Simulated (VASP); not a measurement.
Set up this calculation in VASP 6.6.1, as the native input.

* Task: single point
* Functional: r2SCAN
* Potentials or basis: VASP PAW PBE potentials, release 64 (Ge_d)
* Cutoff: 520 eV
* k mesh: 12 × 12 × 4
* Occupations: fermi-dirac, width 0.02 eV
* Spin: no spin polarisation
* Dipole correction: no
* Further INCAR settings: ALGO = Normal; EDIFF = 1e-06; NBANDS = 36

Ge:

```xyz
4
Lattice="3.9976 0.0000 0.0000 -1.9988 3.4620 0.0000 0.0000 0.0000 6.5928" Properties=species:S:1:pos:R:3 pbc="T T T"
Ge    0.0000    2.3080    0.0024
Ge    1.9988    1.1540    3.2988
Ge    0.0000    2.3080    2.4699
Ge    1.9988    1.1540    5.7663
```

One way to write it, as run:

POSCAR

```
Ge
1.0
    3.9976152111      0.0000000000      0.0000000000
   -1.9988076055      3.4620363274      0.0000000000
    0.0000000000      0.0000000000      6.5928195154
Ge
4
Direct
    0.3333333333      0.6666666667      0.0003695990
    0.6666666667      0.3333333333      0.5003695990
    0.3333333333      0.6666666667      0.3746304010
    0.6666666667      0.3333333333      0.8746304010
```

INCAR.step1

```
PREC = Accurate
ENCUT = 520
ISMEAR = -1
SIGMA = 0.02
LREAL = F
LASPH = T
NELM = 60
NBANDS = 36
GGA = PE
ALGO = Normal
EDIFF = 1E-4
LWAVE = T
LCHARG = F
```

INCAR.step2

```
PREC = Accurate
ENCUT = 520
EDIFF = 1E-6
ISMEAR = -1
SIGMA = 0.02
LREAL = F
LASPH = T
NELM = 60
ALGO = Normal
ISIF = 2
LWAVE = F
LCHARG = F
METAGGA = R2SCAN
LMIXTAU = T
NBANDS = 36
ISTART = 1
```

KPOINTS

```
Automatic mesh
0
Gamma
  12 12 4
```

Potentials or basis: VASP PAW PBE potentials, release 64 (Ge_d).

Command:

```console
$ cat potpaw_PBE.64/Ge_d/POTCAR > POTCAR
$ cp INCAR.step1 INCAR
$ mpirun -np 1 vasp_std > vasp.out
$ cp INCAR.step2 INCAR
$ mpirun -np 1 vasp_std > vasp.out
```

It gave:

* Pressure: 0.1 GPa
* Largest force: 0.004 eV/Å
* Band gap on the k mesh: 0.06 eV, direct

Caveat: the PAW data sets were made with another functional, which shifts forces and pressure a little.

Run time: 7 min on 1 thread of Intel Xeon 6975P-C, on a shared host, peak memory 0.29 GiB.
